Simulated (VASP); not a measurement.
Wanted: the native input for a VASP 6.6.1 run.

| Quantity | Value |
| --- | --- |
| Task | single point |
| Functional | r2SCAN |
| Potentials or basis | VASP PAW PBE potentials, release 64 (Zr_sv) |
| Cutoff | 550 eV |
| k mesh | 12 × 12 × 12 |
| Occupations | fermi-dirac, width 0.1 eV |
| Spin | no spin polarisation |
| Dipole correction | no |
| Further INCAR settings | ALGO = Normal; EDIFF = 1e-06; NBANDS = 19 |

Crystal: Zr.

```
Zr
1.0
     0.00000    2.43623    2.43623
     2.43623    0.00000    2.43623
     2.43623    2.43623    0.00000
Zr
2
Direct
  0.87500 0.87500 0.87500
  0.12500 0.12500 0.12500
```

These files were run (other wordings do the same):

POSCAR

```
Zr
1.0
    0.0000000000      2.4362300358      2.4362300358
    2.4362300358      0.0000000000      2.4362300358
    2.4362300358      2.4362300358      0.0000000000
Zr
2
Direct
   -0.1250000000     -0.1250000000     -0.1250000000
    0.1250000000      0.1250000000      0.1250000000
```

INCAR.step1

```
SYSTEM = Zr
PREC     = Accurate       ! precision mode
ENCUT    = 550            ! plane-wave cutoff, eV
ISMEAR   = -1             ! smearing method
SIGMA    = 0.1            ! smearing width, eV
LREAL    = .FALSE.        ! projectors in reciprocal space
LASPH    = .TRUE.         ! aspherical terms in the spheres
NELM     = 120            ! most SCF steps
NBANDS   = 19             ! bands
GGA      = PE             ! functional
ALGO     = Normal         ! electronic algorithm
EDIFF    = 1E-5           ! SCF threshold, eV
LWAVE    = .TRUE.         ! write WAVECAR
LCHARG   = .FALSE.        ! write CHGCAR
GGA_COMPAT= .FALSE.
```

INCAR.step2

```
SYSTEM = Zr
PREC     = Accurate       ! precision mode
ENCUT    = 550            ! plane-wave cutoff, eV
EDIFF    = 1E-6           ! SCF threshold, eV
ISMEAR   = -1             ! smearing method
SIGMA    = 0.1            ! smearing width, eV
LREAL    = .FALSE.        ! projectors in reciprocal space
LASPH    = .TRUE.         ! aspherical terms in the spheres
NELM     = 120            ! most SCF steps
ALGO     = Normal         ! electronic algorithm
ISIF     = 2              ! what is computed and relaxed
LWAVE    = .FALSE.        ! write WAVECAR
LCHARG   = .TRUE.         ! write CHGCAR
METAGGA  = R2SCAN         ! meta-GGA
LMIXTAU  = .TRUE.       
LELF     = .TRUE.         ! ELF
LVHAR    = .TRUE.       
NBANDS   = 19             ! bands
ISTART   = 1            
GGA_COMPAT= .FALSE.
```

KPOINTS

```
Automatic mesh
0
G
  12 12 12
  0 0 0
```

Potentials or basis: VASP PAW PBE potentials, release 64 (Zr_sv).

Launch:

```console
$ cat potpaw_PBE.64/Zr_sv/POTCAR > POTCAR
$ cp INCAR.step1 INCAR
$ mpirun -np 1 vasp_std > vasp.out
$ cp INCAR.step2 INCAR
$ mpirun -np 1 vasp_std > vasp.out
```

It gave:

The pressure is 145.9 GPa and the band gap on the k mesh is zero (band 12 reaches 17.33 eV, above the bottom of band 13 at 13.76 eV).

Caveat: the PAW data sets were made with another functional, which shifts forces and pressure a little.

Wall time 2.3 min on 1 thread of Intel(R) Xeon(R) Platinum 8259CL CPU @ 2.50GHz (Skylake/Cascade Lake), with other jobs on the host, peak memory 0.18 GiB.
